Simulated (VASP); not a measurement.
Set up this calculation in VASP 6.6.1, as the native input.

```
Task                    : density of states
Functional              : LDA
Potentials or basis     : VASP PAW LDA potentials, release 64 (Ir)
Cutoff                  : 520 eV
k mesh                  : 13 × 13 × 13
Occupations             : fermi-dirac, width 0.1 eV
Spin                    : no spin polarisation
Dipole correction       : no
k mesh for the DOS      : 20 × 20 × 20
Occupations for the DOS : tetrahedron
Further INCAR settings  : ALGO = Normal; EDIFF = 1e-07; NBANDS = 16
```

Ir:

```
Ir
1.0
     0.00000    2.52068    2.52068
     2.52068    0.00000    2.52068
     2.52068    2.52068    0.00000
Ir
2
Direct
  0.87500 0.87500 0.87500
  0.12500 0.12500 0.12500
```

This cell differs from its parent crystal: volume scaled by 0.78.

These files were run (other wordings do the same):

POSCAR

```
Ir
1.0
    0.0000000000      2.5206751641      2.5206751641
    2.5206751641      0.0000000000      2.5206751641
    2.5206751641      2.5206751641      0.0000000000
Ir
2
Direct
   -0.1250000000     -0.1250000000     -0.1250000000
    0.1250000000      0.1250000000      0.1250000000
```

INCAR.step1

```
PREC = Accurate
ENCUT = 520
EDIFF = 1E-7
ISMEAR = -1
SIGMA = 0.1
LREAL = False
LASPH = True
NELM = 100
ALGO = Normal
ISIF = 2
LWAVE = False
LCHARG = True
LMAXMIX = 4
NBANDS = 16
```

KPOINTS.step1

```
Automatic mesh
0
Gamma
  13 13 13
```

INCAR.step2

```
PREC = Accurate
ENCUT = 520
EDIFF = 1E-7
ISMEAR = -5
SIGMA = 0.1
LREAL = False
LASPH = True
NELM = 100
ALGO = Normal
ISIF = 2
LWAVE = False
LCHARG = False
LMAXMIX = 4
LORBIT = 11
NBANDS = 16
NEDOS = 2001
ICHARG = 11
```

KPOINTS.step2

```
Automatic mesh
0
Gamma
  20 20 20
```

Potentials or basis: VASP PAW LDA potentials, release 64 (Ir).

Run with:

```console
$ cat potpaw_LDA.64/Ir/POTCAR > POTCAR
$ cp INCAR.step1 INCAR
$ cp KPOINTS.step1 KPOINTS
$ mpirun -np 1 vasp_std > vasp.out
$ cp INCAR.step2 INCAR
$ cp KPOINTS.step2 KPOINTS
$ mpirun -np 1 vasp_std > vasp.out
```

It took 2 min on 1 thread of AMD EPYC 7R13 Processor (Zen 3), on a shared host, peak memory 0.2 GiB.
